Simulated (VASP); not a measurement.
# Mg2Ti3O3 (P-6m2) in VASP: a series of runs

The runs below take Mg2Ti3O3 through single point, relaxation of cell and atoms, with PBE.

Everything below comes from runs of VASP 6.6.1. Logs are shortened: lines on timing, memory, paths and dates and some standing lists are left out, and cuts for length are marked.

### 1 The cell of the first run

It takes space group P-6m2 (No. 187, hexagonal). Conventional cell: a = 6.536 Å, b = 6.536 Å, c = 2.778 Å, α = 90.00°, β = 90.00°, γ = 120.00°. Mg (site symmetry -6m2) has 6 Ti at 2.71 Å and 2 Mg at 2.78 Å and 6 O at 3.27 Å within 3.6 Å. Mg (site symmetry -6m2) has 6 O at 2.33 Å and 2 Mg at 2.78 Å within 3.1 Å. Ti (site symmetry mm2) has 4 O at 2.22 Å and 4 Ti at 2.51 to 2.78 Å and 2 Mg at 2.71 Å within 2.9 Å. O (site symmetry mm2) has 4 Ti at 2.22 Å and 2 Mg at 2.33 Å and 2 O at 2.78 Å within 2.9 Å.

### 2 Single point, PBE

Input file INCAR:

```
PREC = Accurate ; ENCUT = 520
EDIFF = 1E-6 ; ISMEAR = 0
SIGMA = 0.2 ; LREAL = F
LASPH = T ; NELM = 80
ALGO = Normal ; ISIF = 2
LWAVE = F ; LCHARG = F
GGA = PE ; NBANDS = 39
```

Input file KPOINTS:

```
Automatic mesh
0
Gamma
  8 6 6
```

Input file POSCAR:

```
Mg2Ti3O3
1.0
    0.0000000000      0.0000000000      2.7784274654
    6.5364034522      0.0000000000      0.0000000000
   -3.2682017261      5.6606914390      0.0000000000
Mg Ti O
2 3 3
Direct
    0.5000000000      0.0000000000      0.0000000000
    0.0000000000      0.6666666667      0.3333333333
    1.0000000000      0.5896036890      0.7948018445
    1.0000000000      0.2051981555      0.7948018445
    1.0000000000      0.2051981555      0.4103963110
    0.5000000000      0.9960983457      0.4980491729
    0.5000000000      0.5019508271      0.4980491729
    0.5000000000      0.5019508271      0.0039016543
```

Potentials or basis: VASP PAW PBE potentials, release 64 (Mg, Ti_sv, O).

Launch:

```bash
> cat potpaw_PBE.64/Mg/POTCAR potpaw_PBE.64/Ti_sv/POTCAR potpaw_PBE.64/O/POTCAR > POTCAR
> mpirun -np 1 vasp_std > vasp.out
```

OUTCAR:

```text
PREC = Accurate
   ENCUT = 520
   EDIFF = 1E-6
   ISMEAR = 0
   LREAL = F
   LASPH = T
   NELM = 80
   ISIF = 2
   GGA = PE

 ion  position               nearest neighbor table
   1  0.500  0.000  0.000-   3 2.71   4 2.71   3 2.71   4 2.71   5 2.71   5 2.71
   2  0.000  0.667  0.333-   6 2.33   6 2.33   8 2.33   8 2.33   7 2.33   7 2.33
   3  0.000  0.590  0.795-   7 2.22   7 2.22   8 2.22   8 2.22   4 2.51   5 2.51   1 2.71   1 2.71

   4  0.000  0.205  0.795-   8 2.22   8 2.22   6 2.22   6 2.22   3 2.51   5 2.51   1 2.71   1 2.71

   5  0.000  0.205  0.410-   7 2.22   7 2.22   6 2.22   6 2.22   3 2.51   4 2.51   1 2.71   1 2.71

   6  0.500  0.996  0.498-   4 2.22   4 2.22   5 2.22   5 2.22   2 2.33   2 2.33
   7  0.500  0.502  0.498-   5 2.22   5 2.22   3 2.22   3 2.22   2 2.33   2 2.33
   8  0.500  0.502  0.004-   4 2.22   4 2.22   3 2.22   3 2.22   2 2.33   2 2.33

  LATTYP: Found a hexagonal cell.
 ALAT       =     6.5364034522
 C/A-ratio  =     0.4250697629

  Lattice vectors:

 A1 = (   6.5364034522,   0.0000000000,   0.0000000000)
 A2 = (  -3.2682017261,   5.6606914390,   0.0000000000)
 A3 = (   0.0000000000,   0.0000000000,   2.7784274654)

Analysis of symmetry for initial positions (statically):
=====================================================================
 Subroutine PRICEL returns:
 Original cell was already a primitive cell.

 Routine SETGRP: Setting up the symmetry group for a
 hexagonal supercell.

 Subroutine GETGRP returns: Found 12 space group operations
 (whereof 12 operations were pure point group operations)
 out of a pool of 24 trial point group operations.

The static configuration has the point symmetry D_3h.

Analysis of symmetry for dynamics (positions and initial velocities):
=====================================================================
 Subroutine PRICEL returns:
 Original cell was already a primitive cell.

 Routine SETGRP: Setting up the symmetry group for a
 hexagonal supercell.

 Subroutine GETGRP returns: Found 12 space group operations
 (whereof 12 operations were pure point group operations)
 out of a pool of 24 trial point group operations.

The dynamic configuration has the point symmetry D_3h.

 Subroutine INISYM returns: Found 12 space group operations
 (whereof 12 operations are pure point group operations),
 and found     1 'primitive' translations

----------------------------------------------------------------------------------------

[... 111 lines left out ...]
   ISYM   =      2    0-nonsym 1-usesym 2-fastsym
   POTIM  = 0.5000    time-step for ionic-motion
   TEBEG  =    0.0;   TEEND  =   0.0 temperature during run
   PSTRESS=    0.0 pullay stress
   NELECT =      58.0000    total number of electrons
   NUPDOWN=      -1.0000    fix difference up-down
   EMIN   =  10.00;   EMAX   =-10.00  energy-range for DOS
   EFERMI =   0.00;   METHOD = LEGACY
   ISMEAR =     0;   SIGMA  =   0.20  broadening in eV -4-tet -1-fermi 0-gaus
   EFERMI_NEDOS =   21; number of points for ismear=-14 and -15
   IALGO  =     38    algorithm
   IMIX   =      4    mixing-type and parameters
     AMIX     =   0.40;   BMIX     =  1.00
     AMIX_MAG =   1.60;   BMIX_MAG =  1.00
  volume/ion in A,a.u.               =      12.85        86.72
  Fermi-wavevector in a.u.,A,eV,Ry     =   1.352742  2.556312 24.897456  1.829911
  Thomas-Fermi vector in A             =   2.480056
   LORBIT       =      0    0 simple, 1 ext, 2 COOP (PROOUT), +10 PAW based schemes
   GGA     = PE    functional components
   LHFCALC =     F    Hartree Fock is set to
   AEXX    =    0.0000 exact exchange contribution
   IVDW    =     0    specifies the selected vdW correction
   LEPSILON=     F    determine dielectric tensor
   LRPA    =     F    only Hartree local field effects (RPA)
 non-spin polarized calculation
 Gauss-broadening in eV      SIGMA  =   0.20
  energy-cutoff  :      520.00
  volume of cell :      102.80
 maximum number of plane-waves:      2790
 NGX is ok and might be reduce to    24
   NGX = 11   NGY = 25   NGZ = 25

 number of electron      57.9999999 magnetization

 Free energy of the ion-electron system (eV)
  ---------------------------------------------------
  ext. energy  EPLUGINS =         0.00000000
  ---------------------------------------------------
  free energy    TOTEN  =       -51.96900587 eV

  energy without entropy =      -51.83612680  energy(sigma->0) =      -51.90256633

 E-fermi :   7.2878     XC(G=0): -10.9646

 val. band max:        7.2775774666   @ k =   0.5000   0.1667   0.1667
 cond. band min:       7.3005231275   @ k =   0.0000   0.3333   0.1667
 fundamental gap:      0.0229456609
 Fermi energy:         7.2877910567

 k-point     1 :       0.0000    0.0000    0.0000
  band No.  band energies     occupation
      1     -49.8400      2.00000
      2     -49.6811      2.00000
      3     -49.6811      2.00000
      4     -26.4520      2.00000
      5     -26.3950      2.00000
      6     -26.3950      2.00000
[... 997 lines left out ...]
     38      10.1498      0.00000
     39      10.5591      0.00000

 [... further k-points ...]

------------------------ aborting loop because EDIFF is reached ----------------------------------------

  FORCE on cell =-STRESS in cart. coord.  units (eV):
  Direction    XX          YY          ZZ          XY          YZ          ZX
  --------------------------------------------------------------------------------------
  -------------------------------------------------------------------------------------
  Total        0.1755347      0.1755347     -0.1077209      0.0000000      0.0000000      0.0000000
  in kB        2.7356858      2.7356858     -1.6788161      0.0000000      0.0000000      0.0000000
  external PRESSURE =       1.2641851 kB  Pullay stress =       0.0000000 kB

 VOLUME and BASIS-vectors are now :
 -----------------------------------------------------------------------------
  energy-cutoff  :      520.00
  volume of cell :      102.80
      direct lattice vectors                 reciprocal lattice vectors
     0.000000000  0.000000000  2.778427465     0.000000000  0.000000000  0.359915820
     6.536403452  0.000000000  0.000000000     0.152989332  0.088328432  0.000000000
    -3.268201726  5.660691439  0.000000000     0.000000000  0.176656864  0.000000000

 POSITION                                       TOTAL-FORCE (eV/Angst)
 -----------------------------------------------------------------------------------
      0.00000      0.00000      1.38921         0.000000      0.000000      0.000000
      3.26820      1.88690      0.00000         0.000000      0.000000      0.000000
      1.25631      4.49913      0.00000         0.032025      0.018489     -0.000000
     -1.25631      4.49913      0.00000        -0.032025      0.018489      0.000000
      0.00000      2.32313      0.00000         0.000000     -0.036979      0.000000
      4.88318      2.81930      1.38921        -0.057474     -0.033182      0.000000
      1.65323      2.81930      1.38921         0.057474     -0.033182      0.000000
      3.26820      0.02209      1.38921         0.000000      0.066365     -0.000000
 -----------------------------------------------------------------------------------
    total drift:                                0.000001     -0.000000      0.000000

  FREE ENERGIE OF THE ION-ELECTRON SYSTEM (eV)
  ---------------------------------------------------
  free  energy   TOTEN  =       -51.9690058717 eV

  energy  without entropy=      -51.8361267972  energy(sigma->0) =      -51.90256633
```

OSZICAR:

```text
N       E                     dE             d eps       ncg     rms          rms(c)
DAV:   1     0.792722177546E+03    0.79272E+03   -0.28487E+04  2730   0.168E+03
DAV:   2     0.671195382104E+02   -0.72560E+03   -0.69703E+03  2808   0.521E+02
DAV:   3    -0.499190354310E+02   -0.11704E+03   -0.11489E+03  4171   0.186E+02
DAV:   4    -0.596844998806E+02   -0.97655E+01   -0.96442E+01  4188   0.500E+01
DAV:   5    -0.602575938293E+02   -0.57309E+00   -0.57245E+00  4014   0.106E+01    0.219E+01
DAV:   6    -0.533512319672E+02    0.69064E+01   -0.69628E+01  4127   0.499E+01    0.101E+01
DAV:   7    -0.520785499346E+02    0.12727E+01   -0.13102E+01  3866   0.226E+01    0.594E+00
DAV:   8    -0.519894514950E+02    0.89098E-01   -0.11899E+00  3528   0.653E+00    0.249E+00
DAV:   9    -0.519676012114E+02    0.21850E-01   -0.18032E-01  3743   0.218E+00    0.718E-01
DAV:  10    -0.519686078251E+02   -0.10066E-02   -0.43837E-02  3999   0.140E+00    0.267E-01
DAV:  11    -0.519690095302E+02   -0.40171E-03   -0.31805E-03  3565   0.373E-01    0.910E-02
DAV:  12    -0.519690053759E+02    0.41543E-05   -0.81759E-04  3942   0.222E-01    0.450E-02
DAV:  13    -0.519690086821E+02   -0.33063E-05   -0.77476E-05  3588   0.629E-02    0.210E-02
DAV:  14    -0.519690051452E+02    0.35369E-05   -0.31596E-05  3661   0.367E-02    0.743E-03
DAV:  15    -0.519690058717E+02   -0.72648E-06   -0.31594E-06  2993   0.135E-02
   1 F= -.51969006E+02 E0= -.51902566E+02  d E =-.132879E+00
```

Wall time 83 s (1 thread of Intel Xeon 6975P-C (Granite Rapids), shared host); peak memory 0.3 GiB.

Results:

| Quantity | Value |
| --- | --- |
| Free energy | -51.9690 eV |
| Pressure | 0.1 GPa |
| Largest force | 0.066 eV/Å |
| Band gap on the k mesh | zero (bands 29 and 30 overlap by 0.58 eV) |

Forces on the atoms (eV/Å):
```
Mg   0.000  0.000  0.000
Mg   0.000  0.000  0.000
Ti   0.032  0.018  0.000
Ti  -0.032  0.018  0.000
Ti   0.000 -0.037  0.000
O   -0.057 -0.033  0.000
O    0.057 -0.033  0.000
O    0.000  0.066  0.000
```

Levels at points of the mesh, in eV from the Fermi level:
| k point | band 26 | band 27 | band 28 | band 29 | band 30 | band 31 | band 32 | band 33 |
| --- | --- | --- | --- | --- | --- | --- | --- | --- |
| (0.00, 0.00, 0.00) | -1.25 | -1.23 | -1.23 | -0.80 | -0.24 | -0.24 | 1.12 | 1.25 |
| (0.50, 0.00, 0.00) | -1.94 | -0.40 | -0.40 | 0.16 | 0.16 | 1.39 | 1.75 | 2.08 |
| (0.00, 0.50, 0.00) | -2.11 | -1.18 | -0.89 | -0.77 | -0.05 | 0.14 | 0.87 | 0.97 |
| (0.50, 0.50, 0.00) | -1.25 | -0.78 | -0.70 | -0.25 | 0.07 | 0.39 | 1.32 | 2.09 |

(Continued in part 2 of 2.)
